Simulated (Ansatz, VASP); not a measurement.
AlTl2AuC6N6 in VASP and in Ansatz

Contents of INCAR:

```
SYSTEM = AlTl2AuC6N6
PREC = Accurate
ENCUT = 520
EDIFF = 1E-7
ISMEAR = 0
SIGMA = 0.1
LREAL = Auto
LASPH = .TRUE.
NELM = 80
ALGO = Normal
ISIF = 2
LWAVE = .FALSE.
LCHARG = .FALSE.
GGA = PE
NBANDS = 61
```

File KPOINTS:

```
regular mesh
0
G
  4 4 4
  0 0 0
```

POSCAR

```
AlTl2AuC6N6
1.0
   -4.1238544631      4.8846506511      4.8356065911
    4.1238544631     -4.8846506511      4.8356065911
    4.1238544631      4.8846506511     -4.8356065911
Al Tl C Au N
1 2 6 1 6
Direct
    0.9548962655      0.9548962655      0.0000000000
    0.9497910717      0.6673033197      0.2824877520
    0.3848155677      0.6673033197      0.7175122480
    0.6940111571      0.0091934957      0.6848176613
    0.7427201333      0.4541309884      0.7114108552
    0.1703174960      0.8853399754      0.7150224793
    0.3243758344      0.0091934957      0.3151823387
    0.1703174960      0.4552950167      0.2849775207
    0.7427201333      0.0313092781      0.2885891448
    0.6188452968      0.1188452968      0.5000000000
    0.7590295467      0.9627999544      0.7962295924
    0.8126207815      0.6404534149      0.8278326334
    0.0981473955      0.9270969861      0.8289495906
    0.1665703620      0.9627999544      0.2037704076
    0.0981473955      0.2691978049      0.1710504094
    0.8126207815      0.9847881481      0.1721673666
```

Input for Ansatz:

```yaml
crystal:
  lattice:
    - [-4.1238544631, 4.8846506511, 4.8356065911]
    - [4.1238544631, -4.8846506511, 4.8356065911]
    - [4.1238544631, 4.8846506511, -4.8356065911]
  atoms:
    - { symbol: Al, position: [0.9548962655, 0.9548962655, 0.0] }
    - { symbol: Tl, position: [0.9497910717, 0.6673033197, 0.282487752] }
    - { symbol: Tl, position: [0.3848155677, 0.6673033197, 0.717512248] }
    - { symbol: C, position: [0.6940111571, 0.0091934957, 0.6848176613] }
    - { symbol: C, position: [0.7427201333, 0.4541309884, 0.7114108552] }
    - { symbol: C, position: [0.170317496, 0.8853399754, 0.7150224793] }
    - { symbol: C, position: [0.3243758344, 0.0091934957, 0.3151823387] }
    - { symbol: C, position: [0.170317496, 0.4552950167, 0.2849775207] }
    - { symbol: C, position: [0.7427201333, 0.0313092781, 0.2885891448] }
    - { symbol: Au, position: [0.6188452968, 0.1188452968, 0.5] }
    - { symbol: "N", position: [0.7590295467, 0.9627999544, 0.7962295924] }
    - { symbol: "N", position: [0.8126207815, 0.6404534149, 0.8278326334] }
    - { symbol: "N", position: [0.0981473955, 0.9270969861, 0.8289495906] }
    - { symbol: "N", position: [0.166570362, 0.9627999544, 0.2037704076] }
    - { symbol: "N", position: [0.0981473955, 0.2691978049, 0.1710504094] }
    - { symbol: "N", position: [0.8126207815, 0.9847881481, 0.1721673666] }
basis:
  ecutwfc: 420
kpoints:
  mp_grid: { grid: [4, 4, 4] }
hamiltonian:
  xc: pbe
scf:
  occupations: { method: gaussian, width: 0.1 }
  lower_state_search: "off"
output:
  forces: true
  stress: true
  eigenvalues: true
```

Change from the starting cell: the structure that the rattled cell fell into.

Alike in both runs: task single point; functional PBE; k mesh 4 × 4 × 4; occupations gaussian, width 0.1 eV; no spin polarisation.

```csv
,VASP,Ansatz
version,VASP 6.6.1,Ansatz 0.2.0
potentials or method,"VASP PAW PBE potentials, release 64 (Al, Tl_d, C, Au, N), cutoff 520 eV","scalar-relativistic, plane waves, PAW"
valence electrons in the cell,94,102
```

|  | VASP | Ansatz | Ansatz less VASP |
| --- | --- | --- | --- |
| gap on the k mesh at the Fermi level (eV) | 2.97 | 2.96 | -0.004 |
| least direct gap on the mesh (eV) | 3.03 | 3.03 | -0.005 |
| pressure (GPa) | 0.2 | 0.0 | -0.23 |
| traceless stress, the component that is largest in VASP (GPa) | -0.10 | -0.04 | +0.057 |
| rms of the force components (eV/Å) | 0.190 | 0.011 | -0.1792 |

Atom by atom the forces differ by 0.190 eV/Å (rms over components). One of these differences is far larger than is usual between the two programs; its cause wasn't traced. VASP's potentials hold 94 valence electrons a cell and Ansatz's 102, so a difference there can come from the potentials and not from the codes.

Neither program's run includes spin-orbit coupling. Noted on VASP's run: the standard files for N, O and F lose accuracy on very short bonds.
